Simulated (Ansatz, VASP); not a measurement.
MgCd5Se6 in VASP and in Ansatz

```
Mg Cd Se
1.0
     4.03068    0.00000    0.00000
    -2.01534    3.49067    0.00000
     0.00000    0.00000   19.76716
Mg Cd Se
1 5 6
Direct
  0.00000 0.00000 0.50000
  0.33333 0.66667 0.16858
  0.66667 0.33333 0.33705
  0.33333 0.66667 0.66295
  0.66667 0.33333 0.83142
  0.00000 0.00000 0.00000
  0.33333 0.66667 0.42204
  0.66667 0.33333 0.57796
  0.00000 0.00000 0.74703
  0.33333 0.66667 0.91569
  0.66667 0.33333 0.08431
  0.00000 0.00000 0.25297
```

Alike in both runs: functional PBE; k mesh 12 × 12 × 2; occupations gaussian, width 0.1 eV; no spin polarisation.

Ansatz relaxed the structure, and its values are those at the end. VASP's run is a single point on that final structure, the one shown.

|  | VASP | Ansatz |
| --- | --- | --- |
| version | VASP 6.6.1 | Ansatz 0.2.0 |
| potentials or method | VASP PAW PBE potentials, release 64 (Mg, Cd, Se), cutoff 520 eV | scalar-relativistic, plane waves, PAW |
| valence electrons in the cell | 98 | 206 |

Ansatz gave:

```
gap on the k mesh at the Fermi level (eV) : none
pressure (GPa)                            : 0.0
rms of the force components (eV/Å)        : 0.000
```

**Question.** What did VASP give for the same quantities?

**Answer.** gap on the k mesh at the Fermi level (eV): none; pressure (GPa): 0.3; rms of the force components (eV/Å): 0.009.

A gap of «none» marks a metal or a gap that the smearing closes. VASP's potentials hold 98 valence electrons a cell and Ansatz's 206, so a difference there can come from the potentials and not from the codes.
